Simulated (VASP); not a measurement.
# SiC (Cc) in VASP: further runs

The runs below take SiC through single point, with PBE.

Program: VASP 6.6.1. These are calculated values, not measurements. Logs are shortened: lines on timing, memory, paths and dates and some standing lists are left out, and cuts for length are marked.

### Step 1. The cell of the first run

Symmetry: Cc, No. 9, monoclinic system. Conventional cell: a = 3.158 Å, b = 5.399 Å, c = 5.200 Å, α = 90.00°, β = 90.21°, γ = 90.00°. Within 2.0 Å of Si (site symmetry 1) lie 2 C at 1.51 to 1.94 Å. C (site symmetry 1) has 2 Si at 1.51 to 1.94 Å within 2.0 Å.

### Step 2. Single point, PBE (strained and its atoms moved)

Contents of INCAR:

```
ALGO = Normal ; EDIFF = 1E-6
ENCUT = 520 ; GGA = PE
ISIF = 2 ; ISMEAR = 0
LASPH = T ; LCHARG = F
LREAL = F ; LWAVE = F
NBANDS = 16 ; NELM = 60
PREC = Accurate ; SIGMA = 0.02
```

Contents of KPOINTS:

```
k-points
0
Gamma
  12 12 6
```

Contents of POSCAR:

```
SiC
1.0
    3.1575429189      0.0000000000     -0.0056598367
   -1.5787714594      2.6994022770      0.0028299183
   -0.0092883200      0.0000000000      5.2002476800
Si C
2 2
Direct
    0.4167639486      0.7810942651     -0.0182334898
    0.6356696836      0.2189057349      0.4817665102
    0.3157846904      0.6840030131      0.4032334898
    0.6317816774      0.3159969869      0.9032334898
```

Potentials or basis: VASP PAW PBE potentials, release 64 (Si, C).

Started as:

```sh
> cat potpaw_PBE.64/Si/POTCAR potpaw_PBE.64/C/POTCAR > POTCAR
> mpirun -np 1 vasp_std > vasp.out
```

OUTCAR:

```text
EDIFF = 1E-6
   ENCUT = 520
   GGA = PE
   ISIF = 2
   ISMEAR = 0
   LASPH = T
   LREAL = F
   NELM = 60
   PREC = Accurate

 ion  position               nearest neighbor table
   1  0.417  0.781  0.982-   4 1.51   4 1.94   4 2.19   3 2.21   2 2.86   2 2.86
   2  0.636  0.219  0.482-   3 1.51   3 1.94   3 2.19   4 2.21   1 2.86   1 2.86
   3  0.316  0.684  0.403-   2 1.51   2 1.94   2 2.19   1 2.21
   4  0.632  0.316  0.903-   1 1.51   1 1.94   1 2.19   2 2.21

  LATTYP: Found a base centered monoclinic cell.
 ALAT       =     3.1575479915
 B/A-ratio  =     1.7098091838
 C/A-ratio  =     1.6469285626
 COS(beta)  =    -0.0035786002

  Lattice vectors:

 A1 = (   1.5787714594,  -2.6994022770,  -0.0028299183)
 A2 = (   1.5787714595,   2.6994022770,  -0.0028299184)
 A3 = (  -0.0092883200,   0.0000000000,   5.2002476800)

Analysis of symmetry for initial positions (statically):
=====================================================================
 Subroutine PRICEL returns:
 Original cell was already a primitive cell.

 Routine SETGRP: Setting up the symmetry group for a
 base centered monoclinic supercell.

 Subroutine GETGRP returns: Found  2 space group operations
 (whereof  1 operations were pure point group operations)
 out of a pool of  4 trial point group operations.

The static configuration has the point symmetry C_1 .
 The point group associated with its full space group is C_1h.

Analysis of symmetry for dynamics (positions and initial velocities):
=====================================================================
 Subroutine PRICEL returns:
 Original cell was already a primitive cell.

 Routine SETGRP: Setting up the symmetry group for a
 base centered monoclinic supercell.

 Subroutine GETGRP returns: Found  2 space group operations
 (whereof  1 operations were pure point group operations)
 out of a pool of  4 trial point group operations.

The dynamic configuration has the point symmetry C_1 .
 The point group associated with its full space group is C_1h.

 Subroutine INISYM returns: Found  2 space group operations
 (whereof  1 operations are pure point group operations),
 and found     1 'primitive' translations

----------------------------------------------------------------------------------------

                                     Primitive cell

  volume of cell :      44.3241

  direct lattice vectors                    reciprocal lattice vectors
     3.157542919  0.000000000 -0.005659837     0.316702964  0.185226190  0.000565673
    -1.578771459  2.699402277  0.002829918     0.000000000  0.370452381  0.000000000
    -0.009288320  0.000000000  5.200247680     0.000344693  0.000000000  0.192299149

  length of vectors
     3.157547991  3.127187232  5.200255975     0.366892122  0.370452381  0.192299458

  position of ions in fractional coordinates (direct lattice)
     0.416763949  0.781094265  0.981766510
     0.635669684  0.218905735  0.481766510
     0.315784690  0.684003013  0.403233490
     0.631781677  0.315996987  0.903233490

  ion indices of the primitive-cell ions
   primitive index   ion index
                 1           1
                 2           2
                 3           3
                 4           4

----------------------------------------------------------------------------------------

 KPOINTS: k-points

Automatic generation of k-mesh.
 Grid dimensions read from file:
 generate k-points for:   12   12    6

 Generating k-lattice:

  Cartesian coordinates                     Fractional coordinates (reciprocal lattice)
     0.026391914  0.015435516  0.000047139     0.083333333 -0.000000000  0.000000000
     0.000000000  0.030871032  0.000000000     0.000000000  0.083333333  0.000000000
     0.000057449  0.000000000  0.032049858    -0.000000000  0.000000000  0.166666667

  Length of vectors
     0.030574343  0.030871032  0.032049910

  Shift w.r.t. Gamma in fractional coordinates (k-lattice)
     0.000000000  0.000000000  0.000000000

 Subroutine IBZKPT returns following result:
 ===========================================

 Found    242 irreducible k-points:

 Following reciprocal coordinates:
            Coordinates               Weight
  0.000000  0.000000  0.000000      1.000000
  0.083333  0.000000  0.000000      4.000000
  0.166667  0.000000  0.000000      4.000000
  0.250000  0.000000  0.000000      4.000000
  0.333333 -0.000000  0.000000      4.000000
  0.416667  0.000000  0.000000      4.000000
[... 16 lines left out ...]
  0.333333  0.166667  0.000000      4.000000
  0.416667  0.166667  0.000000      4.000000
 [... further k-points ...]
   k-points           NKPTS =    242   k-points in BZ     NKDIM =    242   number of bands    NBANDS=     16
   number of dos      NEDOS =    301   number of ions     NIONS =      4
   total plane-waves  NPLWV =  23040
   dimension x,y,z NGX =    24 NGY =   24 NGZ =   40
   dimension x,y,z NGXF=    48 NGYF=   48 NGZF=   80
   ions per type =               2   2
   NGX,Y,Z   is equivalent  to a cutoff of  12.64, 12.76, 12.79 a.u.
   NGXF,Y,Z  is equivalent  to a cutoff of  25.27, 25.52, 25.58 a.u.
 SYSTEM =  unknown system
   PREC   = accura    normal or accurate (medium, high low for compatibility)
   ISTART =      0    job   : 0-new  1-cont  2-samecut
   ICHARG =      2    charge: 1-file 2-atom 10-const
   ISPIN  =      1    spin polarized calculation?
   LNONCOLLINEAR =      F non collinear calculations
   LSORBIT =      F    spin-orbit coupling
   LASPH  =      T    aspherical Exc in radial PAW
   ENCUT  =  520.0 eV  38.22 Ry    6.18 a.u.   5.87  5.81  9.67*2*pi/ulx,y,z
   NELM   =     60;   NELMIN=  2; NELMDL= -5     # of ELM steps
   EDIFF  = 0.1E-05   stopping-criterion for ELM
   LREAL  =      F    real-space projection
   EDIFFG = 0.1E-04   stopping-criterion for IOM
   NSW    =      0    number of steps for IOM
   IBRION =     -1    ionic relax: 0-MD 1-quasi-New 2-CG
   NFREE  =      0    steps in history (QN), initial steepest desc. (CG)
   ISIF   =      2    stress and relaxation
   ISYM   =      2    0-nonsym 1-usesym 2-fastsym
   POTIM  = 0.5000    time-step for ionic-motion
   TEBEG  =    0.0;   TEEND  =   0.0 temperature during run
   PSTRESS=    0.0 pullay stress
   NELECT =      16.0000    total number of electrons
   NUPDOWN=      -1.0000    fix difference up-down
   EMIN   =  10.00;   EMAX   =-10.00  energy-range for DOS
   EFERMI =   0.00;   METHOD = LEGACY
   ISMEAR =     0;   SIGMA  =   0.02  broadening in eV -4-tet -1-fermi 0-gaus
   EFERMI_NEDOS =   21; number of points for ismear=-14 and -15
   IALGO  =     38    algorithm
   IMIX   =      4    mixing-type and parameters
     AMIX     =   0.40;   BMIX     =  1.00
     AMIX_MAG =   1.60;   BMIX_MAG =  1.00
  volume/ion in A,a.u.               =      11.08        74.78
  Fermi-wavevector in a.u.,A,eV,Ry     =   1.165650  2.202760 18.486792  1.358741
  Thomas-Fermi vector in A             =   2.302174
   LORBIT       =      0    0 simple, 1 ext, 2 COOP (PROOUT), +10 PAW based schemes
   GGA     = PE    functional components
   LHFCALC =     F    Hartree Fock is set to
   AEXX    =    0.0000 exact exchange contribution
   IVDW    =     0    specifies the selected vdW correction
   LEPSILON=     F    determine dielectric tensor
   LRPA    =     F    only Hartree local field effects (RPA)
 non-spin polarized calculation
 Gauss-broadening in eV      SIGMA  =   0.02
  energy-cutoff  :      520.00
  volume of cell :       44.32
 maximum number of plane-waves:      1212
   NGX = 11   NGY = 11   NGZ = 19

 number of electron      16.0000000 magnetization

 Free energy of the ion-electron system (eV)
  ---------------------------------------------------
  ext. energy  EPLUGINS =         0.00000000
  ---------------------------------------------------
  free energy    TOTEN  =       -24.92198401 eV

  energy without entropy =      -24.92198401  energy(sigma->0) =      -24.92198401

 E-fermi :   8.1850     XC(G=0): -11.0055

 val. band max:        8.0500543704   @ k =   0.0000   0.0000   0.0000
 cond. band min:       9.0683429280   @ k =   0.5000   0.0000   0.0000
 fundamental gap:      1.0182885576
 Fermi energy:         8.1850204839

 k-point     1 :       0.0000    0.0000    0.0000
  band No.  band energies     occupation
      1      -7.8028      2.00000
      2      -4.9528      2.00000
      3      -0.3083      2.00000
      4       4.4595      2.00000
      5       5.2871      2.00000
      6       7.3260      2.00000
[... 8 lines left out ...]
     15      17.0260      0.00000
     16      18.0234      0.00000

 k-point     2 :       0.0833    0.0000    0.0000
  band No.  band energies     occupation
      1      -7.6950      2.00000
      2      -4.8607      2.00000
      3      -0.2030      2.00000
      4       4.1746      2.00000
      5       5.0828      2.00000
      6       6.7466      2.00000
[... 8 lines left out ...]
     15      17.2180      0.00000
     16      17.4477      0.00000

 k-point     3 :       0.1667    0.0000    0.0000
  band No.  band energies     occupation
      1      -7.3765      2.00000
      2      -4.5930      2.00000
      3       0.1050      2.00000
      4       3.3043      2.00000
      5       4.6080      2.00000
      6       5.6365      2.00000
[... 8 lines left out ...]
     15      16.8019      0.00000
     16      17.9139      0.00000

 k-point     4 :       0.2500    0.0000    0.0000
  band No.  band energies     occupation
      1      -6.8657      2.00000
      2      -4.1824      2.00000
      3       0.5738      2.00000
      4       2.0605      2.00000
      5       3.8985      2.00000
      6       4.6668      2.00000
[... 8 lines left out ...]
     15      17.0144      0.00000
     16      18.0705      0.00000

 k-point     5 :       0.3333   -0.0000    0.0000
  band No.  band energies     occupation
      1      -6.2088      2.00000
      2      -3.7113      2.00000
      3       0.5654      2.00000
      4       1.3959      2.00000
      5       2.8894      2.00000
      6       4.1465      2.00000
[... 8 lines left out ...]
     15      17.2217      0.00000
     16      18.0750      0.00000

 k-point     6 :       0.4167    0.0000    0.0000
  band No.  band energies     occupation
      1      -5.5321      2.00000
      2      -3.3666      2.00000
      3      -0.3182      2.00000
      4       1.7780      2.00000
      5       2.1617      2.00000
      6       3.8789      2.00000
[... 8 lines left out ...]
     15      17.3945      0.00000
     16      18.2069      0.00000
[... 267 lines left out ...]
 k-point    21 :       0.1667    0.1667    0.0000
  band No.  band energies     occupation
      1      -6.4975      2.00000
      2      -3.9226      2.00000
      3       0.7729      2.00000
      4       1.5206      2.00000
      5       2.8669      2.00000
      6       4.4124      2.00000
[... 8 lines left out ...]
     15      17.2196      0.00000
     16      17.7997      0.00000

 k-point    22 :       0.2500    0.1667    0.0000
  band No.  band energies     occupation
      1      -5.8435      2.00000
      2      -3.5113      2.00000
      3       0.3473      2.00000
      4       1.7010      2.00000
      5       2.2782      2.00000
      6       3.4284      2.00000
[... 8 lines left out ...]
     15      17.4319      0.00000
     16      18.1208      0.00000

 k-point    23 :       0.3333    0.1667    0.0000
  band No.  band energies     occupation
      1      -5.1945      2.00000
      2      -3.2576      2.00000
      3      -0.2015      2.00000
      4       1.6634      2.00000
      5       2.4509      2.00000
      6       2.6947      2.00000
[... 8 lines left out ...]
     15      17.5642      0.00000
     16      18.9427      0.00000

 k-point    24 :       0.4167    0.1667    0.0000
  band No.  band energies     occupation
      1      -4.9293      2.00000
      2      -3.1967      2.00000
      3      -0.3341      2.00000
      4       1.7281      2.00000
      5       2.1927      2.00000
      6       2.7244      2.00000
[... 8 lines left out ...]
     15      17.6568      0.00000
     16      19.3165      0.00000

 [... further k-points ...]

------------------------ aborting loop because EDIFF is reached ----------------------------------------

  FORCE on cell =-STRESS in cart. coord.  units (eV):
  Direction    XX          YY          ZZ          XY          YZ          ZX
  --------------------------------------------------------------------------------------
  -------------------------------------------------------------------------------------
  Total       -4.3299031     26.1252776     -0.9799644      0.0000000     -0.0000000      1.8026052
  in kB     -156.5125788    944.3478288    -35.4226762      0.0000000     -0.0000000     65.1585922
  external PRESSURE =     250.8041913 kB  Pullay stress =       0.0000000 kB

 VOLUME and BASIS-vectors are now :
 -----------------------------------------------------------------------------
  energy-cutoff  :      520.00
  volume of cell :       44.32
      direct lattice vectors                 reciprocal lattice vectors
     3.157542919  0.000000000 -0.005659837     0.316702964  0.185226190  0.000565673
    -1.578771459  2.699402277  0.002829918     0.000000000  0.370452381  0.000000000
    -0.009288320  0.000000000  5.200247680     0.000344693  0.000000000  0.192299149

 POSITION                                       TOTAL-FORCE (eV/Angst)
 -----------------------------------------------------------------------------------
      0.07366      2.10849      5.10528         0.171557    -14.308826      4.584859
      1.65708      0.59091      2.50233         0.171557     14.308826      4.584859
     -0.08653      1.84640      2.09706        -0.171557    -13.425375     -4.584859
      1.48760      0.85300      4.69436        -0.171557     13.425375     -4.584859
 -----------------------------------------------------------------------------------
    total drift:                               -0.000125      0.000000      0.000010

  FREE ENERGIE OF THE ION-ELECTRON SYSTEM (eV)
  ---------------------------------------------------
  free  energy   TOTEN  =       -24.9219840064 eV

  energy  without entropy=      -24.9219840064  energy(sigma->0) =      -24.92198401
```

Run time: 2.8 min. Hardware: 1 thread of Intel Xeon 8259CL, shared host; peak memory 0.26 GiB.

What came out:

| Property | Result |
| --- | --- |
| Free energy | -24.9220 eV |
| Pressure | 25.1 GPa |
| Largest force | 15.026 eV/Å |
| Band gap on the k mesh | 1.02 eV (least direct gap 2.82 eV) |

Forces on the atoms (eV/Å):
```
Si    0.172 -14.309   4.585
Si    0.172  14.309   4.585
C    -0.172 -13.425  -4.585
C    -0.172  13.425  -4.585
```

Stress tensor (GPa, compression positive):
```
-15.65   0.00   6.52
  0.00  94.43   0.00
  6.52   0.00  -3.54
```

Caveat: the cell differs from its parent crystal (strained and its atoms moved); the stress differs along the axes, from -16 to 94 GPa; forces of over 1 eV/Å act on the atoms, so gaps and moduli don't describe the material at rest. A k mesh can miss the band edges.

### Step 3. Single point, PBE (strained and its atoms moved)

Contents of INCAR:

```
SYSTEM = SiC
PREC = Accurate
ENCUT = 520
EDIFF = 1E-6
ISMEAR = 0
SIGMA = 0.02
LREAL = .False.
LASPH = .True.
NELM = 80
ALGO = Normal
ISIF = 2
LWAVE = .False.
LCHARG = .False.
GGA = PE
NBANDS = 16
```

Contents of KPOINTS:

```
Automatic mesh
0
Gamma
  12 12 6
  0 0 0
```

Contents of POSCAR:

```
SiC
1.0
    3.0506827412     -0.0307599821     -0.0085205150
   -1.5519802965      2.6880900643      0.0170469419
   -0.0139829600      0.0242304000      5.0359352800
Si C
2 2
Direct
    0.3402226263      0.7042722591      0.0200674301
    0.6597773737      0.3640496327      0.5200674301
    0.3163100510      0.6239940796      0.3649325699
    0.6836899490      0.3076840285      0.8649325699
```

Potentials or basis: VASP PAW PBE potentials, release 64 (Si, C).

Started as:

```sh
> cat potpaw_PBE.64/Si/POTCAR potpaw_PBE.64/C/POTCAR > POTCAR
> mpirun -np 1 vasp_std > vasp.out
```

It took 2.7 min on 1 thread of Intel Xeon 8259CL, shared host; peak memory 0.25 GiB.

The run converged. Its results:

```
Free energy            : -28.9629 eV
Pressure               : 12.3 GPa
Largest force          : 3.879 eV/Å
Band gap on the k mesh : 0.82 eV (least direct gap 3.03 eV)
```

Forces in eV/Å, atoms in the order of the input:
```
Si   0.786 -2.473 -2.884
Si   1.748 -1.917 -2.884
C   -1.596  2.005  2.884
C   -0.938  2.385  2.884
```

Stress tensor (GPa, compression positive):
```
  7.18   2.64   5.97
  2.64   4.13 -10.33
  5.97 -10.33  25.49
```

Levels at points of the mesh, in eV from the valence-band top:
```tsv
k point	band 5	band 6	band 7	band 8	band 9	band 10	band 11	band 12
(0.00, 0.00, 0.00)	-1.93	-1.78	0.00	0.00	4.06	5.24	6.07	6.20
(0.50, 0.00, 0.00)	-6.46	-4.80	-3.66	-1.38	1.64	2.95	5.32	6.25
(0.00, 0.50, 0.00)	-6.30	-4.51	-3.73	-1.31	2.32	2.79	5.71	6.39
(0.00, 0.00, 0.50)	-1.77	-1.77	-0.35	-0.35	5.03	5.03	6.26	6.26
(0.50, 0.00, 0.50)	-3.80	-3.80	-2.41	-2.41	2.10	2.10	4.64	4.64
(0.00, 0.50, 0.50)	-3.80	-3.39	-3.01	-2.25	2.30	2.64	4.51	5.18
```

Caveat: the cell differs from its parent crystal (strained and its atoms moved); the stress differs along the axes, from 4 to 25 GPa; forces of over 1 eV/Å act on the atoms, so gaps and moduli don't describe the material at rest. A k mesh can miss the band edges.
